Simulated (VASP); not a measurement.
Al: single point with PBE+D3(BJ)

The system is Al.

```xyz
1
Lattice="0.0000 1.9939 1.9939 1.9939 0.0000 1.9939 1.9939 1.9939 0.0000" Properties=species:S:1:pos:R:3 pbc="T T T"
Al    0.0000    0.0000    0.0000
```

```json
{
 "Program": "VASP 6.6.1",
 "Task": "single point",
 "Functional": "PBE",
 "Dispersion": "D3(BJ)",
 "Potentials or basis": "VASP PAW PBE potentials, release 64 (Al)",
 "Cutoff": "500 eV",
 "k mesh": "8 × 8 × 8",
 "Occupations": "gaussian, width 0.1 eV",
 "Spin": "no spin polarisation"
}
```

| Quantity | Value |
| --- | --- |
| Pressure | -0.1 GPa |
| Dispersion energy per atom | -0.351 eV |

Levels at points of the mesh, in eV from the Fermi level:
| k point | band 1 | band 2 | band 3 | band 4 | band 5 |
| --- | --- | --- | --- | --- | --- |
| (0.00, 0.00, 0.00) | -11.46 | 12.80 | 12.80 | 12.80 | 14.60 |
| (0.50, 0.00, 0.00) | -4.80 | -4.48 | 11.60 | 11.60 | 11.80 |
| (0.50, 0.50, 0.00) | -3.07 | -1.66 | 5.22 | 5.74 | 5.74 |

Wall time 6.5 s on 1 thread of Intel Xeon 8259CL, with other jobs on the host, peak memory 0.14 GiB.

Caveat: pairwise dispersion overbinds metals, which lowers pressure and volume.
